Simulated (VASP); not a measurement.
Set up this calculation in VASP 6.6.1, as the native input.

| Property | Result |
| --- | --- |
| Task | relaxation of the atoms |
| Functional | PBE |
| Potentials or basis | VASP PAW PBE potentials, release 64 (Zn, O) |
| Cutoff | 520 eV |
| k mesh | 12 × 12 × 7 |
| Occupations | fermi-dirac, width 0.01 eV |
| Spin | no spin polarisation |
| Dipole correction | no |
| Further INCAR settings | ALGO = Normal; EDIFF = 1e-07; IBRION = 2; EDIFFG = -0.02; NSW = 80 |

The structure of ZnO lies in POSCAR:

```
ZnO
1.0
    3.2494000000      0.0000000000      0.0000000000
   -1.6247000000      2.8140629471      0.0000000000
    0.0000000000      0.0000000000      5.2038000000
Zn O
2 2
Direct
    0.3333333333      0.6666666667      0.0000000000
    0.6666666667      0.3333333333      0.5000000000
    0.3333333333      0.6666666667      0.3821000000
    0.6666666667      0.3333333333      0.8821000000
```

One way to write it, as run:

INCAR

```
PREC = Accurate
ENCUT = 520
EDIFF = 1E-7
ISMEAR = -1
SIGMA = 0.01
LREAL = F
LASPH = T
NELM = 120
ALGO = Normal
ISIF = 2
LWAVE = F
LCHARG = F
GGA = PE
IBRION = 2
NSW = 80
EDIFFG = -0.02
GGA_COMPAT = F
NELMIN = 4
```

KPOINTS

```
regular mesh
0
Gamma
  12 12 7
```

Potentials or basis: VASP PAW PBE potentials, release 64 (Zn, O).

Launch:

```bash
$ cat potpaw_PBE.64/Zn/POTCAR potpaw_PBE.64/O/POTCAR > POTCAR
$ mpirun -np 1 vasp_std > vasp.out
```

It gave:

* Energy gained by relaxing: 0.0 meV/atom
* Ionic steps: 2
* Pressure after relaxing: 6.0 GPa
* Largest force after relaxing: 0.012 eV/Å
* Band gap on the k mesh: 0.79 eV

It took 2.5 min on 1 thread of AMD EPYC 7R13, with other jobs on the host, peak memory 0.18 GiB.
